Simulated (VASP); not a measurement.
Set up this calculation in VASP 6.6.1, as the native input.

```
Task                   : single point
Functional             : PBE
Potentials or basis    : VASP PAW PBE potentials, release 64 (Ga_d, Pt, C, N)
Cutoff                 : 520 eV
k mesh                 : 4 × 4 × 4
Occupations            : gaussian, width 0.1 eV
Spin                   : no spin polarisation
Dipole correction      : no
Further INCAR settings : ALGO = Normal; EDIFF = 1e-06; NBANDS = 40
```

The structure of GaPtC4N4 lies in POSCAR:

```
GaPtC4N4
1.0
    5.8583731800      0.0000000000      0.0000000000
    0.0000000000      5.8583731800      0.0000000000
    0.0000000000      0.0000000000      5.8583731800
Ga Pt C N
1 1 4 4
Direct
    0.0000000000      0.0000000000      0.0000000000
    0.5000000000      0.5000000000      0.5000000000
    0.1868532600      0.1868532600      0.1868532600
    0.1868532600      0.8131467400      0.8131467400
    0.8131467400      0.1868532600      0.8131467400
    0.8131467400      0.8131467400      0.1868532600
    0.3021582700      0.3021582700      0.3021582700
    0.3021582700      0.6978417300      0.6978417300
    0.6978417300      0.3021582700      0.6978417300
    0.6978417300      0.6978417300      0.3021582700
```

The input as run:

INCAR

```
PREC = Accurate ; ENCUT = 520
EDIFF = 1E-6 ; ISMEAR = 0
SIGMA = 0.1 ; LREAL = False
LASPH = True ; NELM = 60
ALGO = Normal ; ISIF = 2
LWAVE = False ; LCHARG = False
GGA = PE ; NBANDS = 40
```

KPOINTS

```
regular mesh
0
Gamma
  4 4 4
```

Potentials or basis: VASP PAW PBE potentials, release 64 (Ga_d, Pt, C, N).

The run is started by

```bash
$ cat potpaw_PBE.64/Ga_d/POTCAR potpaw_PBE.64/Pt/POTCAR potpaw_PBE.64/C/POTCAR potpaw_PBE.64/N/POTCAR > POTCAR
$ mpirun -np 1 vasp_std > vasp.out
```

Results of the run:

The pressure is 4.1 GPa, the largest force is 0.949 eV/Å and the band gap on the k mesh is zero (an odd number of electrons rules out a gap without spin polarisation).

Caveat: the cell stands under pressure; spin-orbit coupling is left out, which moves the levels of the heavy elements; an odd number of electrons without spin polarisation forces a metal; a magnetic or distorted state may lie lower.

Wall time 83 s on 1 thread of Intel(R) Xeon(R) Platinum 8488C (Sapphire Rapids), on a shared host, peak memory 0.36 GiB.
